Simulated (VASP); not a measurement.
Set up this calculation in VASP 6.6.1, as the native input.

| Item | Value |
| --- | --- |
| Task | single point |
| Functional | PBE |
| Potentials or basis | VASP PAW PBE potentials, release 64 (Cl) |
| Cutoff | 520 eV |
| k mesh | 8 × 8 × 4 |
| Occupations | fermi-dirac, width 0.02 eV |
| Spin | no spin polarisation |
| Dipole correction | no |
| Further INCAR settings | ALGO = Normal; EDIFF = 1e-06; NBANDS = 22 |

The structure of Cl lies in POSCAR:

```
Cl
1.0
    2.9658496339     -1.9048755971      0.0000000000
    2.9658496339      1.9048755971      0.0000000000
    0.0000000000      0.0000000000      8.3518635775
Cl
4
Direct
    0.8802850066      0.1197149934      0.6074849329
    0.1197149934      0.8802850066      0.3925150671
    0.6197149934      0.3802850066      0.1074849329
    0.3802850066      0.6197149934      0.8925150671
```

This cell differs from its parent crystal: epitaxial xy strain -5.1%.

These files were run (other wordings do the same):

INCAR

```
PREC     = Accurate       # precision mode
ENCUT    = 520            # plane-wave cutoff, eV
EDIFF    = 1E-6           # SCF threshold, eV
ISMEAR   = -1             # smearing method
SIGMA    = 0.02           # smearing width, eV
LREAL    = F              # projectors in reciprocal space
LASPH    = T              # aspherical terms in the spheres
NELM     = 60             # most SCF steps
ALGO     = Normal         # electronic algorithm
ISIF     = 2              # what is computed and relaxed
LWAVE    = F              # write WAVECAR
LCHARG   = F              # write CHGCAR
GGA      = PE             # functional
NBANDS   = 22             # bands
```

KPOINTS

```
regular mesh
0
Gamma
  8 8 4
```

Potentials or basis: VASP PAW PBE potentials, release 64 (Cl).

Run with:

```sh
$ cat potpaw_PBE.64/Cl/POTCAR > POTCAR
$ mpirun -np 1 vasp_std > vasp.out
```

Results of the run:

```
Pressure               : 3.1 GPa
Largest force          : 0.041 eV/Å
Band gap on the k mesh : 1.87 eV, direct
```

Caveat: the cell differs from its parent crystal (epitaxial xy strain -5.1%).

Wall time 45 s on 1 thread of AMD EPYC 9R45 (Zen 5) (shared host), peak memory 0.21 GiB.
